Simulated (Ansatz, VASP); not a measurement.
# One calculation of Cd5B3ClO9, two programs

```
Cd B Cl O
1.0
     4.08600   -8.03050    0.00000
     4.08600    8.03050    0.00000
    -0.56107    0.00000    3.42849
Cd B Cl O
5 3 1 9
Direct
  0.98952 0.73328 0.56920
  0.73328 0.98952 0.56920
  0.31109 0.66231 0.91154
  0.66231 0.31109 0.91154
  0.28934 0.28934 0.31388
  0.62250 0.62250 0.97800
  0.96990 0.36750 0.33780
  0.36750 0.96990 0.33780
  0.05120 0.05120 0.70820
  0.77650 0.62530 0.02070
  0.62530 0.77650 0.02070
  0.45100 0.45100 0.87580
  0.16150 0.45670 0.34940
  0.45670 0.16150 0.34940
  0.19590 0.83670 0.12580
  0.83670 0.19590 0.12580
  0.90940 0.45280 0.54480
  0.45280 0.90940 0.54480
```

Alike in both runs: task electric field gradients; functional PBE; k mesh 4 × 4 × 7; occupations fermi-dirac, width 0.02 eV; no spin polarisation.

```csv
,VASP,Ansatz
version,VASP 6.6.1,Ansatz 0.2.0
potentials or method,"VASP PAW PBE potentials, release 64 (Cd, B, Cl, O)","plane-wave PAW, scalar-relativistic"
plane-wave cutoff (eV),520,420
valence electrons in the cell,130,170
```

VASP gave:

* gap on the k mesh at the Fermi level (eV): 1.99
* pressure (GPa): 6.6
* traceless stress, the component that is largest in VASP (GPa): 0.55
* rms of the force components (eV/Å): 0.185
* size of Vzz on the site where it differs most (V/Å²): 33.4

Task: What did Ansatz give for the same quantities?

Result: gap on the k mesh at the Fermi level (eV): 2.00; pressure (GPa): 5.6; traceless stress, the component that is largest in VASP (GPa): 0.47; rms of the force components (eV/Å): 0.177; size of Vzz on the site where it differs most (V/Å²): 26.4.

Atom by atom the forces differ by 0.022 eV/Å (rms over components). One of these differences is far larger than is usual between the two programs; its cause wasn't traced. With one functional, cell and mesh, what is left measures potentials, basis and numerics. VASP's potentials hold 130 valence electrons a cell and Ansatz's 170, so a difference there can come from the potentials and not from the codes.
